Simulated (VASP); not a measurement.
A run of VASP 6.6.1 is set up as follows.

The input INCAR:

```
SYSTEM = Al
ALGO = Normal
EDIFF = 1E-7
ENCUT = 520
GGA = PS
ISIF = 2
ISMEAR = 0
LASPH = .TRUE.
LCHARG = .TRUE.
LELF = .TRUE.
LREAL = .FALSE.
LVHAR = .TRUE.
LWAVE = .FALSE.
NBANDS = 10
NELM = 100
PREC = Accurate
SIGMA = 0.15
```

KPOINTS

```
k-points
0
G
  18 18 10
  0 0 0
```

The input POSCAR:

```
Al
1.0
    2.7699000000      0.0000000000      0.0000000000
   -1.3849500000      2.3988037660      0.0000000000
    0.0000000000      0.0000000000      4.8609000000
Al
2
Direct
    0.6666666667      0.3333333333      0.7500000000
    0.3333333333      0.6666666667      0.2500000000
```

Potentials or basis: VASP PAW PBE potentials, release 64 (Al).

Command:

```bash
$ cat potpaw_PBE.64/Al/POTCAR > POTCAR
$ mpirun -np 1 vasp_std > vasp.out
```

**Question.** Predict the band gap on the k mesh.

**Answer.** Zero (bands 3 and 4 overlap by 6.70 eV).

**Question.** What does it give for the pressure?

**Answer.** 1.4 GPa.

Stress tensor (GPa, compression positive):
```
 2.68  0.00  0.00
 0.00  2.68  0.00
 0.00  0.00 -1.29
```

Caveat: the PAW data sets were made with another functional, which shifts forces and pressure a little.
